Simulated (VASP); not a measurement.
Here is a VASP 6.6.1 calculation.

The input INCAR:

```
PREC = Accurate ; ENCUT = 520
EDIFF = 1E-7 ; ISMEAR = 0
SIGMA = 0.1 ; LREAL = F
LASPH = T ; NELM = 60
ALGO = Fast ; ISIF = 2
LWAVE = F ; LCHARG = F
GGA = PE ; NBANDS = 30
```

KPOINTS

```
Automatic mesh
0
Gamma
  10 10 10
  0.5 0.5 0.5
```

POSCAR

```
Ca3Nb
1.0
    4.9955191355      0.0000000000      0.0000000000
    0.0000000000      4.9955191355      0.0000000000
    0.0000000000      0.0000000000      4.9955191355
Ca Nb
3 1
Direct
    0.0000000000      0.5000000000      0.5000000000
    0.5000000000      0.0000000000      0.5000000000
    0.5000000000      0.5000000000      0.0000000000
    0.0000000000      0.0000000000      0.0000000000
```

Potentials or basis: VASP PAW PBE potentials, release 64 (Ca_sv, Nb_sv).

Run with:

```bash
$ cat potpaw_PBE.64/Ca_sv/POTCAR potpaw_PBE.64/Nb_sv/POTCAR > POTCAR
$ mpirun -np 1 vasp_std > vasp.out
```

Q: What does it give for the band gap on the k mesh?

A: Zero (an odd number of electrons rules out a gap without spin polarisation).

Q: What does it give for the pressure?

A: 0.0 GPa.
